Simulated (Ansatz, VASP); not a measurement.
# One calculation of AgBi, two programs

```xyz
2
Lattice="3.3901 0.0000 0.0000 0.0000 3.3901 0.0000 0.0000 0.0000 4.3276" Properties=species:S:1:pos:R:3 pbc="T T T"
Ag    1.6950    1.6950    2.1638
Bi    0.0000    0.0000    0.0000
```

Alike in both runs: functional PBE; k mesh 16 × 16 × 12; occupations gaussian, width 0.1 eV; no spin polarisation.

Ansatz relaxed the structure, and its values are those at the end. VASP's run is a single point on that final structure, the one shown.

|  | VASP | Ansatz |
| --- | --- | --- |
| version | VASP 6.6.1 | Ansatz 0.2.0 |
| potentials or method | VASP PAW PBE potentials, release 64 (Ag, Bi_d), cutoff 520 eV | scalar-relativistic, plane waves, PAW |
| valence electrons in the cell | 26 | 34 |

|  | VASP | Ansatz | Ansatz less VASP |
| --- | --- | --- | --- |
| gap on the k mesh at the Fermi level (eV) | none | none | - |
| pressure (GPa) | 0.0 | 0.0 | +0.04 |

A gap of «none» marks a metal or a gap that the smearing closes. VASP's potentials hold 26 valence electrons a cell and Ansatz's 34, so a difference there can come from the potentials and not from the codes.

Neither program's run includes spin-orbit coupling.
